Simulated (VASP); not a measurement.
A run of VASP 6.6.1:

INCAR

```
PREC = Accurate ; ENCUT = 520
EDIFF = 1E-6 ; ISMEAR = -1
SIGMA = 0.05 ; LREAL = False
LASPH = True ; NELM = 100
ALGO = Normal ; ISIF = 2
LWAVE = False ; LCHARG = False
GGA = CA ; NBANDS = 15
```

The input KPOINTS:

```
regular mesh
0
Gamma
  20 20 11
```

Contents of POSCAR:

```
Os
1.0
    2.7164909102      0.0000000000      0.0000000000
   -1.3582454551      2.3525501374      0.0000000000
    0.0000000000      0.0000000000      4.2871511311
Os
2
Direct
    0.3333333333      0.6666666667      0.2500000000
    0.6666666667      0.3333333333      0.7500000000
```

Potentials or basis: VASP PAW LDA potentials, release 64 (Os).

Launch:

```sh
$ cat potpaw_LDA.64/Os/POTCAR > POTCAR
$ mpirun -np 1 vasp_std > vasp.out
```

Hardware: 1 thread of Intel(R) Xeon(R) 6975P-C (Granite Rapids), with other jobs on the host.

Problem. Estimate the wall time of this run.

Solution. Run time: 32 s on 1 thread of Intel(R) Xeon(R) 6975P-C (Granite Rapids), on a shared host, peak memory 0.2 GiB. Counts: scf iterations 12, k points 264.
